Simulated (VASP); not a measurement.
# NaCl (Pm-3m) in VASP: further runs

NaCl is run at these levels: PBE, r2SCAN; tasks: electric field gradients.

Everything below comes from runs of VASP 6.6.1. Logs are shortened: lines on timing, memory, paths and dates and some standing lists are left out, and cuts for length are marked.

### 1 The cell of the first run

It takes space group Pm-3m (No. 221, cubic). Conventional cell: a = 2.879 Å, b = 2.879 Å, c = 2.879 Å, α = 90.00°, β = 90.00°, γ = 90.00°. Within 3.3 Å of Na (site symmetry m-3m) lie 8 Cl at 2.49 Å and 6 Na at 2.88 Å. Within 3.3 Å of Cl (site symmetry m-3m) lie 8 Na at 2.49 Å and 6 Cl at 2.88 Å.

### 2 Electric field gradients, PBE (11.93 Å³/atom)

Input file INCAR:

```
SYSTEM = NaCl
ALGO = Normal ; EDIFF = 1E-8
ENCUT = 400 ; GGA = PE
GGA_COMPAT = .False. ; ISIF = 2
ISMEAR = -1 ; LASPH = .True.
LCHARG = .False. ; LEFG = .True.
LREAL = .False. ; LWAVE = .False.
NBANDS = 14 ; NELM = 120
PREC = Accurate ; SIGMA = 0.02
```

Input file KPOINTS:

```
k-points
0
Gamma
  8 8 8
  0 0 0
```

Input file POSCAR:

```
NaCl
1.0
    2.8789409493      0.0000000000      0.0000000000
    0.0000000000      2.8789409493      0.0000000000
    0.0000000000      0.0000000000      2.8789409493
Na Cl
1 1
Direct
    0.0000000000      0.0000000000      0.0000000000
    0.5000000000      0.5000000000      0.5000000000
```

Potentials or basis: VASP PAW PBE potentials, release 64 (Na_pv, Cl).

Started as:

```bash
$ cat potpaw_PBE.64/Na_pv/POTCAR potpaw_PBE.64/Cl/POTCAR > POTCAR
$ mpirun -np 1 vasp_std > vasp.out
```

OUTCAR:

```text
SYSTEM = NaCl
   EDIFF = 1E-8
   ENCUT = 400
   GGA = PE
   ISIF = 2
   ISMEAR = -1
   LASPH = .True.
   LREAL = .False.
   NELM = 120
   PREC = Accurate

 ion  position               nearest neighbor table
   1  0.000  0.000  0.000-   2 2.49   2 2.49   2 2.49   2 2.49   2 2.49   2 2.49   2 2.49   2 2.49

   2  0.500  0.500  0.500-   1 2.49   1 2.49   1 2.49   1 2.49   1 2.49   1 2.49   1 2.49   1 2.49

  LATTYP: Found a simple cubic cell.
 ALAT       =     2.8789409493

  Lattice vectors:

 A1 = (   2.8789409493,   0.0000000000,   0.0000000000)
 A2 = (   0.0000000000,   2.8789409493,   0.0000000000)
 A3 = (   0.0000000000,   0.0000000000,   2.8789409493)

Analysis of symmetry for initial positions (statically):
=====================================================================
 Subroutine PRICEL returns:
 Original cell was already a primitive cell.

 Routine SETGRP: Setting up the symmetry group for a
 simple cubic supercell.

 Subroutine GETGRP returns: Found 48 space group operations
 (whereof 48 operations were pure point group operations)
 out of a pool of 48 trial point group operations.

The static configuration has the point symmetry O_h .

Analysis of symmetry for dynamics (positions and initial velocities):
=====================================================================
 Subroutine PRICEL returns:
 Original cell was already a primitive cell.

 Routine SETGRP: Setting up the symmetry group for a
 simple cubic supercell.

 Subroutine GETGRP returns: Found 48 space group operations
 (whereof 48 operations were pure point group operations)
 out of a pool of 48 trial point group operations.

The dynamic configuration has the point symmetry O_h .

 Subroutine INISYM returns: Found 48 space group operations
 (whereof 48 operations are pure point group operations),
 and found     1 'primitive' translations

----------------------------------------------------------------------------------------

                                     Primitive cell

  volume of cell :      23.8615

  direct lattice vectors                    reciprocal lattice vectors
     2.878940949  0.000000000  0.000000000     0.347349952  0.000000000  0.000000000
     0.000000000  2.878940949  0.000000000     0.000000000  0.347349952  0.000000000
     0.000000000  0.000000000  2.878940949     0.000000000  0.000000000  0.347349952

  length of vectors
     2.878940949  2.878940949  2.878940949     0.347349952  0.347349952  0.347349952

  position of ions in fractional coordinates (direct lattice)
     0.000000000  0.000000000  0.000000000
     0.500000000  0.500000000  0.500000000

  ion indices of the primitive-cell ions
   primitive index   ion index
                 1           1
                 2           2

----------------------------------------------------------------------------------------

 KPOINTS: k-points

Automatic generation of k-mesh.
 Grid dimensions read from file:
 generate k-points for:    8    8    8

 Generating k-lattice:

  Cartesian coordinates                     Fractional coordinates (reciprocal lattice)
     0.043418744  0.000000000  0.000000000     0.125000000  0.000000000  0.000000000
     0.000000000  0.043418744  0.000000000     0.000000000  0.125000000  0.000000000
     0.000000000  0.000000000  0.043418744     0.000000000  0.000000000  0.125000000

  Length of vectors
     0.043418744  0.043418744  0.043418744

  Shift w.r.t. Gamma in fractional coordinates (k-lattice)
     0.000000000  0.000000000  0.000000000

 Subroutine IBZKPT returns following result:
 ===========================================

 Found     35 irreducible k-points:

 Following reciprocal coordinates:
            Coordinates               Weight
  0.000000  0.000000  0.000000      1.000000
  0.125000  0.000000  0.000000      6.000000
  0.250000  0.000000  0.000000      6.000000
  0.375000  0.000000  0.000000      6.000000
  0.500000  0.000000  0.000000      3.000000
  0.125000  0.125000  0.000000     12.000000
[... 16 lines left out ...]
  0.375000  0.375000  0.125000     24.000000
  0.500000  0.375000  0.125000     24.000000
 [... further k-points ...]
   k-points           NKPTS =     35   k-points in BZ     NKDIM =     35   number of bands    NBANDS=     14
   number of dos      NEDOS =    301   number of ions     NIONS =      2
   total plane-waves  NPLWV =   8000
   dimension x,y,z NGX =    20 NGY =   20 NGZ =   20
   dimension x,y,z NGXF=    40 NGYF=   40 NGZF=   40
   ions per type =               1   1
   NGX,Y,Z   is equivalent  to a cutoff of  11.55, 11.55, 11.55 a.u.
   NGXF,Y,Z  is equivalent  to a cutoff of  23.10, 23.10, 23.10 a.u.
 SYSTEM =  NaCl
   PREC   = accura    normal or accurate (medium, high low for compatibility)
   ISTART =      0    job   : 0-new  1-cont  2-samecut
   ICHARG =      2    charge: 1-file 2-atom 10-const
   ISPIN  =      1    spin polarized calculation?
   LNONCOLLINEAR =      F non collinear calculations
   LSORBIT =      F    spin-orbit coupling
   LASPH  =      T    aspherical Exc in radial PAW
   ENCUT  =  400.0 eV  29.40 Ry    5.42 a.u.   4.69  4.69  4.69*2*pi/ulx,y,z
   NELM   =    120;   NELMIN=  2; NELMDL= -5     # of ELM steps
   EDIFF  = 0.1E-07   stopping-criterion for ELM
   LREAL  =      F    real-space projection
   EDIFFG = 0.1E-06   stopping-criterion for IOM
   NSW    =      0    number of steps for IOM
   IBRION =     -1    ionic relax: 0-MD 1-quasi-New 2-CG
   NFREE  =      0    steps in history (QN), initial steepest desc. (CG)
   ISIF   =      2    stress and relaxation
   ISYM   =      2    0-nonsym 1-usesym 2-fastsym
   POTIM  = 0.5000    time-step for ionic-motion
   TEBEG  =    0.0;   TEEND  =   0.0 temperature during run
   PSTRESS=    0.0 pullay stress
   NELECT =      14.0000    total number of electrons
   NUPDOWN=      -1.0000    fix difference up-down
   EMIN   =  10.00;   EMAX   =-10.00  energy-range for DOS
   EFERMI =   0.00;   METHOD = LEGACY
   ISMEAR =    -1;   SIGMA  =   0.02  broadening in eV -4-tet -1-fermi 0-gaus
   EFERMI_NEDOS =   21; number of points for ismear=-14 and -15
   IALGO  =     38    algorithm
   IMIX   =      4    mixing-type and parameters
     AMIX     =   0.40;   BMIX     =  1.00
     AMIX_MAG =   1.60;   BMIX_MAG =  1.00
  volume/ion in A,a.u.               =      11.93        80.51
  Fermi-wavevector in a.u.,A,eV,Ry     =   1.370518  2.589904 25.556091  1.878320
  Thomas-Fermi vector in A             =   2.496297
   LORBIT       =      0    0 simple, 1 ext, 2 COOP (PROOUT), +10 PAW based schemes
   GGA     = PE    functional components
   LHFCALC =     F    Hartree Fock is set to
   AEXX    =    0.0000 exact exchange contribution
   IVDW    =     0    specifies the selected vdW correction
   LEPSILON=     F    determine dielectric tensor
   LRPA    =     F    only Hartree local field effects (RPA)
 non-spin polarized calculation
  energy-cutoff  :      400.00
  volume of cell :       23.86
 maximum number of plane-waves:       461
 NGX is ok and might be reduce to    20
   NGX =  9   NGY =  9   NGZ =  9

 number of electron      13.9999982 magnetization

 Free energy of the ion-electron system (eV)
  ---------------------------------------------------
  ext. energy  EPLUGINS =         0.00000000
  ---------------------------------------------------
  free energy    TOTEN  =        -4.38099434 eV

  energy without entropy =       -4.38099434  energy(sigma->0) =       -4.38099434

 E-fermi :   6.9104     XC(G=0): -11.2640

 val. band max:        6.5193526419   @ k =   0.5000   0.5000   0.0000
 cond. band min:      11.0121860214   @ k =   0.5000   0.5000   0.0000
 fundamental gap:      4.4928333794
 Fermi energy:         6.9104273998

 k-point     1 :       0.0000    0.0000    0.0000
  band No.  band energies     occupation
      1     -16.1115      2.00000
      2     -16.1115      2.00000
      3     -16.1115      2.00000
      4     -10.2834      2.00000
      5       5.2960      2.00000
      6       5.2960      2.00000
      7       5.2960      2.00000
      8      13.3085      0.00000
      9      13.3085      0.00000
     10      13.7875      0.00000
     11      24.2957      0.00000
     12      24.2957      0.00000
     13      24.2957      0.00000
     14      28.7904      0.00000
[... 377 lines left out ...]
      1     -16.3625      2.00000
      2     -16.3025      2.00000
      3     -16.0897      2.00000
      4      -7.9677      2.00000
      5       1.1394      2.00000
      6       1.9118      2.00000
      7       5.5173      2.00000
      8      11.9437      0.00000
      9      17.2112      0.00000
     10      17.6850      0.00000
     11      18.6100      0.00000
     12      23.6489      0.00000
     13      24.1393      0.00000
     14      28.0794      0.00000

 [... further k-points ...]

------------------------ aborting loop because EDIFF is reached ----------------------------------------

  FORCE on cell =-STRESS in cart. coord.  units (eV):
  Direction    XX          YY          ZZ          XY          YZ          ZX
  --------------------------------------------------------------------------------------
  -------------------------------------------------------------------------------------
  Total        8.9287005      8.9287005      8.9287005     -0.0000000     -0.0000000      0.0000000
  in kB      599.5157074    599.5157074    599.5157074     -0.0000000     -0.0000000      0.0000000
  external PRESSURE =     599.5157074 kB  Pullay stress =       0.0000000 kB

 VOLUME and BASIS-vectors are now :
 -----------------------------------------------------------------------------
  energy-cutoff  :      400.00
  volume of cell :       23.86
      direct lattice vectors                 reciprocal lattice vectors
     2.878940949  0.000000000  0.000000000     0.347349952  0.000000000  0.000000000
     0.000000000  2.878940949  0.000000000     0.000000000  0.347349952  0.000000000
     0.000000000  0.000000000  2.878940949     0.000000000  0.000000000  0.347349952

 POSITION                                       TOTAL-FORCE (eV/Angst)
 -----------------------------------------------------------------------------------
      0.00000      0.00000      0.00000         0.000000      0.000000      0.000000
      1.43947      1.43947      1.43947         0.000000      0.000000      0.000000
 -----------------------------------------------------------------------------------
    total drift:                               -0.000000      0.000000      0.000000

  FREE ENERGIE OF THE ION-ELECTRON SYSTEM (eV)
  ---------------------------------------------------
  free  energy   TOTEN  =        -4.3809943399 eV

  energy  without entropy=       -4.3809943399  energy(sigma->0) =       -4.38099434

 Electric field gradients (V/A^2)
---------------------------------------------------------------------
 ion       V_xx      V_yy      V_zz      V_xy      V_xz      V_yz
---------------------------------------------------------------------
   1      -0.000    -0.000     0.000    -0.000    -0.000    -0.000
   2       0.000     0.000    -0.000     0.000     0.000    -0.000
---------------------------------------------------------------------

 Electric field gradients after diagonalization (V/A^2)
 (convention: |V_zz| > |V_xx| > |V_yy|)
----------------------------------------------------------------------
 ion       V_xx      V_yy      V_zz     asymmetry (V_yy - V_xx)/ V_zz
----------------------------------------------------------------------
   1       0.000    -0.000    -0.000       1.214
   2       0.000     0.000    -0.000       0.822
----------------------------------------------------------------------

           NMR quadrupolar parameters

 Cq : quadrupolar parameter    Cq=e*Q*V_zz/h
 eta: asymmetry parameters     (V_yy - V_xx)/ V_zz
 Q  : nuclear electric quadrupole moment in mb (millibarn)
----------------------------------------------------------------------
 ion       Cq(MHz)       eta       Q (mb)
----------------------------------------------------------------------
   1      -0.000       1.214       1.000
   2      -0.000       0.822       1.000
----------------------------------------------------------------------
```

Run time: 21 s. Hardware: 1 thread of AMD EPYC, shared host; peak memory 0.09 GiB.

Results:

```
Free energy                             : -4.3810 eV
Pressure                                : 60.0 GPa
Band gap on the k mesh                  : 4.49 eV
Largest electric field gradient by atom : zero within the noise of the run
```

Caveat: the cell stands under pressure.

### 3 Electric field gradients, PBE

This run uses another cell than the first one, of 11.70 Å³/atom.

Input file INCAR:

```
SYSTEM = NaCl
  PREC = Accurate
  ENCUT = 400
  EDIFF = 1E-8
  ISMEAR = -1
  SIGMA = 0.02
  LREAL = .FALSE.
  LASPH = .TRUE.
  NELM = 120
  ALGO = Normal
  ISIF = 2
  LWAVE = .FALSE.
  LCHARG = .FALSE.
  GGA = PE
  LEFG = .TRUE.
  NBANDS = 14
  GGA_COMPAT = .FALSE.
```

Input file KPOINTS:

```
Automatic mesh
0
G
  8 8 8
  0 0 0
```

Input file POSCAR:

```
NaCl
1.0
    2.8600000000      0.0000000000      0.0000000000
    0.0000000000      2.8600000000      0.0000000000
    0.0000000000      0.0000000000      2.8600000000
Na Cl
1 1
Direct
    0.0000000000      0.0000000000      0.0000000000
    0.5000000000      0.5000000000      0.5000000000
```

Potentials or basis: VASP PAW PBE potentials, release 64 (Na_pv, Cl).

Started as:

```bash
$ cat potpaw_PBE.64/Na_pv/POTCAR potpaw_PBE.64/Cl/POTCAR > POTCAR
$ mpirun -np 1 vasp_std > vasp.out
```

OUTCAR:

```text
SYSTEM = NaCl
   PREC = Accurate
   ENCUT = 400
   EDIFF = 1E-8
   ISMEAR = -1
   LREAL = .FALSE.
   LASPH = .TRUE.
   NELM = 120
   ISIF = 2
   GGA = PE

 ion  position               nearest neighbor table
   1  0.000  0.000  0.000-   2 2.48   2 2.48   2 2.48   2 2.48   2 2.48   2 2.48   2 2.48   2 2.48

   2  0.500  0.500  0.500-   1 2.48   1 2.48   1 2.48   1 2.48   1 2.48   1 2.48   1 2.48   1 2.48

  LATTYP: Found a simple cubic cell.
 ALAT       =     2.8600000000

  Lattice vectors:

 A1 = (   2.8600000000,   0.0000000000,   0.0000000000)
[... 622 lines left out ...]
  free  energy   TOTEN  =        -4.1975288189 eV

  energy  without entropy=       -4.1975288189  energy(sigma->0) =       -4.19752882

 Electric field gradients (V/A^2)
---------------------------------------------------------------------
 ion       V_xx      V_yy      V_zz      V_xy      V_xz      V_yz
---------------------------------------------------------------------
   1       0.000    -0.000    -0.000     0.000     0.000    -0.000
   2      -0.000    -0.000    -0.000     0.000    -0.000    -0.000
---------------------------------------------------------------------

 Electric field gradients after diagonalization (V/A^2)
 (convention: |V_zz| > |V_xx| > |V_yy|)
----------------------------------------------------------------------
 ion       V_xx      V_yy      V_zz     asymmetry (V_yy - V_xx)/ V_zz
----------------------------------------------------------------------
   1      -0.000     0.000    -0.000      -0.407
   2      -0.000    -0.000    -0.000      -0.032
----------------------------------------------------------------------

           NMR quadrupolar parameters

 Cq : quadrupolar parameter    Cq=e*Q*V_zz/h
 eta: asymmetry parameters     (V_yy - V_xx)/ V_zz
 Q  : nuclear electric quadrupole moment in mb (millibarn)
----------------------------------------------------------------------
 ion       Cq(MHz)       eta       Q (mb)
----------------------------------------------------------------------
   1      -0.000      -0.407       1.000
   2      -0.000      -0.032       1.000
----------------------------------------------------------------------
```

stdout:

```text
POSCAR found type information on POSCAR NaCl
 POSCAR found :  2 types and       2 ions
 scaLAPACK will be used
 LDA part: xc-table for (Slater+PW92), standard interpolation
 POSCAR, INCAR and KPOINTS ok, starting setup
 FFT: planning ... GRIDC
 FFT: planning ... GRID_SOFT
 FFT: planning ... GRID
 WAVECAR not read
 entering main loop
ion   1

ion   2
```

Run time: 17 s. Hardware: 1 thread of AMD EPYC, shared host; peak memory 0.09 GiB.

What came out:

```yaml
Free_energy: -4.1975 eV
Pressure: 64.9 GPa
Band_gap_on_the_k_mesh: 4.42 eV
Largest_electric_field_gradient_by_atom: zero within the noise of the run
```

Caveat: the cell stands under pressure.

(Part 1 of 3 ends here.)
